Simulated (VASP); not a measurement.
# Li7CaNb8O24 (a cell with a defect) in VASP: settings compared, part 2 of 2

VASP 6.6.1. Earlier steps stand in the parts before.

## 3. Single point, r2SCAN

Input file POSCAR:

```
Li7CaNb8O24
1.0
    2.5949501352      1.4981951591      4.6722232478
   -5.1899002704      2.9963903182      9.3444464955
    0.0000000000     -5.9927806363      9.3444464955
Li Nb O Ca
7 8 24 1
Direct
    0.7233771817      0.3568884268      0.3659734686
    0.2071487840      0.1177588390      0.1132233333
    0.7395503956      0.3579734847      0.8528630107
    0.2117367059      0.1188337271      0.6064822045
    0.7143812673      0.8569782996      0.3681235684
    0.2027423549      0.6116902208      0.1173744883
    0.7197507469      0.8485169573      0.8640003777
    1.0236489359      0.5015797503      0.4973858196
    0.5086175822      0.2451889330      0.2543718779
    0.9834362057      0.4984404341      1.0171995883
    0.5130903282      0.2383292884      0.7648066471
    0.9761665663      1.0118683149      0.5056454218
    0.5048998285      0.7594639632      0.2465239622
    0.9961917731      1.0025270187      1.0055836430
    0.4803473033      0.7479129041      0.7612463169
    0.2885003629      0.3221551053      0.4360610462
    0.6206163027      0.4495661090      0.1362061499
    0.8866419613      0.1476073034      0.3117716218
    0.3921260265      0.0686703089      0.3873436225
    0.7861434940      0.1928681874      0.0668114407
    0.1403413084      0.3811395017      0.1931999828
    0.2664631835      0.3233166728      0.9373853399
    0.6845269347      0.4284643004      0.6390189285
    0.8950576364      0.1405684987      0.8156396910
    0.4010318436      0.0596904891      0.8856806693
    0.7903032407      0.1902135325      0.5697280845
    0.1666439058      0.3883803356      0.6874346420
    0.2749119582      0.8413952560      0.4205652448
    0.6314206727      0.9508479062      0.1289205803
    0.8857173569      0.6412567224      0.3214069490
    0.4003223593      0.5710670731      0.3885036550
    0.7927349038      0.6894541389      0.0697261996
    0.1433835007      0.8791938636      0.1886630551
    0.2465700592      0.8269523601      0.9354023601
    0.6328951788      0.9458930885      0.6281012684
    0.8365915094      0.6466322085      0.8359253934
    0.3829239000      0.5648879122      0.8770269575
    0.7797681562      0.6905289647      0.5711753765
    0.1303913716      0.8741112989      0.6888242373
    0.2347425524      0.6179641219      0.6217654150
```

Input file INCAR.step1:

```
PREC     = Accurate       # precision mode
ENCUT    = 720            # plane-wave cutoff, eV
ISMEAR   = -1             # smearing method
SIGMA    = 0.01           # smearing width, eV
LREAL    = Auto         
LASPH    = True           # aspherical terms in the spheres
NELM     = 120            # most SCF steps
NELECT   = 280.0        
NBANDS   = 166            # bands
GGA      = PE             # functional
ALGO     = Normal         # electronic algorithm
EDIFF    = 1E-5           # SCF threshold, eV
LWAVE    = True           # write WAVECAR
LCHARG   = False          # write CHGCAR
GGA_COMPAT= False        
ISYM     = -1
```

Input file INCAR.step2:

```
PREC     = Accurate       # precision mode
ENCUT    = 720            # plane-wave cutoff, eV
EDIFF    = 1E-6           # SCF threshold, eV
ISMEAR   = -1             # smearing method
SIGMA    = 0.01           # smearing width, eV
LREAL    = Auto         
LASPH    = True           # aspherical terms in the spheres
NELM     = 120            # most SCF steps
ALGO     = Normal         # electronic algorithm
ISIF     = 2              # what is computed and relaxed
LWAVE    = False          # write WAVECAR
LCHARG   = False          # write CHGCAR
METAGGA  = R2SCAN         # meta-GGA
LMIXTAU  = True         
NELECT   = 280.0        
NBANDS   = 166            # bands
ISTART   = 1            
GGA_COMPAT= False        
ISYM     = -1
```

Input file KPOINTS:

```
explicit points
1
Reciprocal
  0.25000000   0.25000000   0.25000000 1
```

Potentials or basis: VASP PAW PBE potentials, release 64 (Li_sv, Nb_sv, O, Ca_sv).

The run is started by

```bash
$ cat potpaw_PBE.64/Li_sv/POTCAR potpaw_PBE.64/Nb_sv/POTCAR potpaw_PBE.64/O/POTCAR potpaw_PBE.64/Ca_sv/POTCAR > POTCAR
$ cp INCAR.step1 INCAR
$ mpirun -np 1 vasp_std > vasp.out
$ cp INCAR.step2 INCAR
$ mpirun -np 1 vasp_std > vasp.out
```

It took 17 min on 1 thread of Intel Xeon 6975P-C (Granite Rapids), shared host; peak memory 1.1 GiB.

The run converged. Its results:

```yaml
Free_energy: -472.9431 eV
Largest_force: 0.164 eV/Å
```

Forces on the atoms (eV/Å):
```
Li  -0.003  0.007 -0.016
Li  -0.024 -0.006 -0.017
Li  -0.005 -0.018  0.004
Li  -0.002  0.043  0.007
Li   0.005 -0.006 -0.028
Li   0.036  0.001 -0.012
Li   0.010  0.005 -0.009
Nb   0.049 -0.039 -0.103
Nb   0.011 -0.034 -0.052
Nb  -0.040 -0.024 -0.065
Nb   0.031  0.003 -0.028
Nb   0.012  0.032 -0.049
Nb  -0.028  0.026 -0.042
Nb   0.008 -0.002 -0.064
Nb  -0.014 -0.061 -0.003
O   -0.065  0.033  0.036
O    0.107  0.040  0.056
O   -0.034 -0.105  0.006
O   -0.103  0.084  0.064
O   -0.002 -0.094  0.015
O    0.038  0.046  0.021
O   -0.006  0.047 -0.005
O    0.124  0.082  0.071
O   -0.047 -0.098 -0.016
O   -0.096  0.056  0.056
O    0.037 -0.069 -0.034
O    0.040  0.038 -0.007
O   -0.054  0.053  0.013
O    0.084  0.028  0.022
O    0.007 -0.098  0.034
O   -0.097  0.023  0.009
O    0.005 -0.078 -0.002
O    0.048  0.046  0.038
O   -0.007  0.042  0.017
O    0.081  0.050  0.065
O   -0.057 -0.113  0.007
O   -0.117  0.070  0.043
O    0.030 -0.070 -0.030
O    0.046  0.045 -0.005
Ca  -0.006  0.019  0.003
```

Levels at points of the mesh, in eV from the Fermi level:
| k point | band 137 | band 138 | band 139 | band 140 | band 141 | band 142 | band 143 | band 144 |
| --- | --- | --- | --- | --- | --- | --- | --- | --- |
| (0.25, 0.25, 0.25) | -3.97 | -3.94 | -3.88 | -0.18 | 0.18 | 0.27 | 0.28 | 0.38 |

Caveat: the cell carries a net charge on a neutralising background, which shifts energy and pressure; the cell is charged against a uniform background, so pressure and absolute levels hang on convention; the PAW data sets were made with another functional, which shifts forces and pressure a little.

## 4. Single point, r2SCAN

Input file POSCAR:

```
Li7CaNb8O24
1.0
    2.5949501352      1.4981951591      4.6722232478
   -5.1899002704      2.9963903182      9.3444464955
    0.0000000000     -5.9927806363      9.3444464955
Li Nb O Ca
7 8 24 1
Direct
    0.7186897006      0.3630187917      0.3610910763
    0.2127069177      0.1106546910      0.1093393565
    0.7347124018      0.3612032790      0.8527174592
    0.2271855541      0.1110958592      0.6027161491
    0.7089821729      0.8587958574      0.3673218667
    0.2117315980      0.6074910701      0.1156620372
    0.7188639183      0.8504684043      0.8609657711
    1.0260694531      0.4956418590      0.4943026765
    0.5037815148      0.2480073270      0.2473440775
    0.9929488373      0.4910496084      1.0125183354
    0.5164785632      0.2369359587      0.7557251402
    0.9841038687      1.0115898771      0.4958681298
    0.5007419904      0.7587207572      0.2411250203
    0.9990036208      0.9986927423      1.0005460866
    0.4782946447      0.7493816700      0.7572310620
    0.2950738360      0.3172246288      0.4417654899
    0.6277814831      0.4442280358      0.1449105579
    0.8900636297      0.1436863453      0.3129747127
    0.3894129493      0.0725202458      0.3893834318
    0.7787807237      0.1943375397      0.0670807133
    0.1348709467      0.3894556601      0.1962779828
    0.2702631047      0.3208373961      0.9421658678
    0.6855972740      0.4252128223      0.6452158946
    0.9008729104      0.1330978625      0.8180773521
    0.3988583050      0.0622045018      0.8894275623
    0.7873623064      0.1925013531      0.5675851757
    0.1694013015      0.3863304823      0.6912544680
    0.2882536710      0.8384205334      0.4270581342
    0.6376300185      0.9469041689      0.1329838636
    0.8835727286      0.6368499322      0.3266625151
    0.3899435406      0.5752317452      0.3899900581
    0.7816520928      0.6930289311      0.0715284165
    0.1349547464      0.8888052793      0.1940053243
    0.2657217463      0.8189104884      0.9459921635
    0.6473387113      0.9410027747      0.6331918257
    0.8505604425      0.6397882985      0.8407417293
    0.3809274260      0.5671631435      0.8848112777
    0.7731237386      0.6883341796      0.5793496964
    0.1342952361      0.8823810370      0.6933372768
    0.2377840521      0.6157982795      0.6194014327
```

Input file INCAR.step1:

```
PREC = Accurate ; ENCUT = 720
ISMEAR = -1 ; SIGMA = 0.01
LREAL = Auto ; LASPH = T
NELM = 120 ; NELECT = 278.0
NBANDS = 166 ; GGA = PE
ALGO = Normal ; EDIFF = 1E-5
LWAVE = T ; LCHARG = F
GGA_COMPAT = F ; ISYM = -1
```

Input file INCAR.step2:

```
PREC = Accurate ; ENCUT = 720
EDIFF = 1E-6 ; ISMEAR = -1
SIGMA = 0.01 ; LREAL = Auto
LASPH = T ; NELM = 120
ALGO = Normal ; ISIF = 2
LWAVE = F ; LCHARG = F
METAGGA = R2SCAN ; LMIXTAU = T
NELECT = 278.0 ; NBANDS = 166
ISTART = 1 ; GGA_COMPAT = F
ISYM = -1
```

KPOINTS is that of step 3.

The run is started by

```bash
$ cat potpaw_PBE.64/Li_sv/POTCAR potpaw_PBE.64/Nb_sv/POTCAR potpaw_PBE.64/O/POTCAR potpaw_PBE.64/Ca_sv/POTCAR > POTCAR
$ cp INCAR.step1 INCAR
$ mpirun -np 1 vasp_std > vasp.out
$ cp INCAR.step2 INCAR
$ mpirun -np 1 vasp_std > vasp.out
```

Wall time 19 min (1 thread of Intel Xeon 6975P-C (Granite Rapids), shared host); peak memory 1.1 GiB.

The run converged. Its results:

| Property | Result |
| --- | --- |
| Free energy | -486.9970 eV |
| Largest force | 0.150 eV/Å |

Forces in eV/Å, atoms in the order of the input:
```
Li   0.005  0.003 -0.040
Li   0.000  0.007 -0.024
Li   0.011  0.003 -0.049
Li   0.014 -0.023 -0.041
Li  -0.033  0.035  0.001
Li  -0.012 -0.001 -0.021
Li   0.005 -0.015 -0.020
Nb   0.047 -0.044 -0.098
Nb   0.008 -0.032 -0.034
Nb  -0.053 -0.005 -0.056
Nb   0.012  0.024 -0.048
Nb   0.013  0.070 -0.039
Nb  -0.007  0.048 -0.052
Nb   0.006 -0.016 -0.080
Nb  -0.002 -0.050 -0.040
O   -0.108  0.037  0.033
O    0.105  0.071  0.038
O    0.006 -0.119  0.032
O   -0.090  0.080  0.028
O   -0.011 -0.100  0.036
O    0.076  0.048  0.001
O   -0.080  0.022  0.037
O    0.116  0.086  0.040
O   -0.003 -0.112  0.015
O   -0.082  0.066  0.037
O    0.012 -0.107  0.002
O    0.095  0.018  0.014
O   -0.126  0.067  0.032
O    0.087  0.057  0.022
O    0.022 -0.093  0.030
O   -0.069  0.044  0.005
O   -0.034 -0.105  0.036
O    0.103  0.057  0.039
O   -0.083  0.052  0.026
O    0.069  0.055  0.036
O   -0.006 -0.142  0.039
O   -0.098  0.082  0.030
O   -0.029 -0.090  0.010
O    0.105  0.020  0.023
Ca   0.009  0.001  0.000
```

Levels at points of the mesh, in eV from the Fermi level:
| k point | band 136 | band 137 | band 138 | band 139 | band 140 | band 141 | band 142 | band 143 |
| --- | --- | --- | --- | --- | --- | --- | --- | --- |
| (0.25, 0.25, 0.25) | -0.55 | -0.49 | -0.46 | -0.43 | 3.57 | 3.70 | 3.73 | 3.84 |

Caveat: the cell carries a net charge on a neutralising background, which shifts energy and pressure; the cell is charged against a uniform background, so pressure and absolute levels hang on convention; the PAW data sets were made with another functional, which shifts forces and pressure a little.
